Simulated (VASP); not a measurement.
Here is a VASP 6.6.1 calculation.

INCAR

```
PREC = Accurate ; ENCUT = 520
EDIFF = 1E-6 ; ISMEAR = 0
SIGMA = 0.02 ; LREAL = F
LASPH = T ; NELM = 100
ALGO = Normal ; ISIF = 2
LWAVE = F ; LCHARG = F
GGA = PE ; NBANDS = 15
```

File KPOINTS:

```
Automatic mesh
0
Gamma
  6 6 6
```

File POSCAR:

```
KBr
1.0
    0.0000000000      3.2925000000      3.2925000000
    3.2925000000      0.0000000000      3.2925000000
    3.2925000000      3.2925000000      0.0000000000
K Br
1 1
Direct
    0.0000000000      0.0000000000      0.0000000000
    0.4772209567      0.5227790433      0.5227790433
```

Potentials or basis: VASP PAW PBE potentials, release 64 (K_sv, Br).

Run with:

```bash
$ cat potpaw_PBE.64/K_sv/POTCAR potpaw_PBE.64/Br/POTCAR > POTCAR
$ mpirun -np 1 vasp_std > vasp.out
```

What does it give for the band gap on the k mesh?

4.46 eV, direct.

Predict the largest force.

0.206 eV/Å.

Stress tensor (GPa, compression positive):
```
1.33 0.00 0.00
0.00 0.84 0.00
0.00 0.00 0.84
```

Caveat: the cell differs from its parent crystal (one atom moved).
